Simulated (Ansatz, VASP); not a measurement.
This is a calculation of Se for Ansatz 0.2.0.

The input input.yaml:

```yaml
crystal:
  lattice:
    - [1.39426943, -4.039002765, 0.0]
    - [1.39426943, 4.039002765, 0.0]
    - [0.0, 0.0, 4.6134314]
  atoms:
    - { symbol: Se, position: [0.06434468, 0.93565532, 0.25] }
    - { symbol: Se, position: [0.93565532, 0.06434468, 0.75] }
kpoints:
  mp_grid: { grid: [10, 10, 6] }
scf:
  occupations: { method: gaussian, width: 0.05 }
hamiltonian:
  xc: pbe
  pseudopotentials: { kind: all_electron, lapw: { basis_error: 0.001 } }
output:
  forces: true
  stress: true
  eigenvalues: true
```

Potentials or basis: all-electron LAPW, scalar-relativistic.

Launch:

```sh
$ ansatz run input.yaml --threads 1 --pin off --max-ram 3072MiB --backend cpu --events-out ev --progress --plain --runs-dir out
```

Problem. Translate it to VASP 6.6.1. Potentials there: VASP PAW PBE potentials, release 64 (Se).

Solution. As run (the cutoff follows the program's own potentials):

File INCAR:

```
  PREC = Accurate
  ENCUT = 520
  EDIFF = 1E-6
  ISMEAR = 0
  SIGMA = 0.05
  LREAL = F
  LASPH = T
  NELM = 60
  ALGO = Normal
  ISIF = 2
  LWAVE = F
  LCHARG = T
  GGA = PE
  LELF = T
  LVHAR = T
  NBANDS = 13
```

File KPOINTS:

```
regular mesh
0
Gamma
  10 10 6
```

File POSCAR:

```
Se
1.0
    1.3942694300     -4.0390027650      0.0000000000
    1.3942694300      4.0390027650      0.0000000000
    0.0000000000      0.0000000000      4.6134314000
Se
2
Direct
    0.0643446800      0.9356553200      0.2500000000
    0.9356553200      0.0643446800      0.7500000000
```

Potentials or basis: VASP PAW PBE potentials, release 64 (Se).

Command:

```console
$ cat potpaw_PBE.64/Se/POTCAR > POTCAR
$ mpirun -np 1 vasp_std > vasp.out
```

Both were run:

|  | VASP | Ansatz | Ansatz less VASP |
| --- | --- | --- | --- |
| gap on the k mesh at the Fermi level (eV) | none | none | - |
| pressure (GPa) | 1.6 | 1.5 | -0.05 |
| traceless stress, the component that is largest in VASP (GPa) | 1.69 | 1.63 | -0.058 |
| rms of the force components (eV/Å) | 0.019 | 0.024 | +0.0049 |

Atom by atom the forces differ by 0.005 eV/Å (rms over components). A gap of «none» marks a metal or a gap that the smearing closes. Ansatz ran all-electron here, and VASP with PAW potentials.
